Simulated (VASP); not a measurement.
A run of VASP 6.6.1 is set up as follows.

The input INCAR:

```
SYSTEM = Cs4In
PREC = Accurate
ENCUT = 520
EDIFF = 1E-7
ISMEAR = 0
SIGMA = 0.1
LREAL = .False.
LASPH = .True.
NELM = 60
ALGO = Fast
ISIF = 2
LWAVE = .False.
LCHARG = .False.
GGA = PE
NBANDS = 32
```

File KPOINTS:

```
Automatic mesh
0
Gamma
  4 4 4
  0 0 0
```

The input POSCAR:

```
Cs4In
1.0
    7.6822850839      0.0000000000      0.0000000000
    0.0000000000      7.6822850839      0.0000000000
    0.0000000000      0.0000000000      7.6822850839
Cs In
4 1
Direct
    0.2726548368      0.7273451632      0.7273451632
    0.7273451632      0.2726548368      0.7273451632
    0.7273451632      0.7273451632      0.2726548368
    0.2726548368      0.2726548368      0.2726548368
    0.0000000000      0.0000000000      0.0000000000
```

Potentials or basis: VASP PAW PBE potentials, release 64 (Cs_sv, In_d).

The run is started by

```sh
$ cat potpaw_PBE.64/Cs_sv/POTCAR potpaw_PBE.64/In_d/POTCAR > POTCAR
$ mpirun -np 1 vasp_std > vasp.out
```

Problem. Estimate the band gap on the k mesh.

Solution. Zero (an odd number of electrons rules out a gap without spin polarisation).

Problem. Estimate the largest force.

Solution. 0.041 eV/Å.

Problem. Predict the pressure.

Solution. 0.2 GPa.

Forces in eV/Å, atoms in the order of the input:
```
Cs   0.024 -0.024 -0.024
Cs  -0.024  0.024 -0.024
Cs  -0.024 -0.024  0.024
Cs   0.024  0.024  0.024
In   0.000  0.000  0.000
```

Caveat: spin-orbit coupling is left out, which moves the levels of the heavy elements.
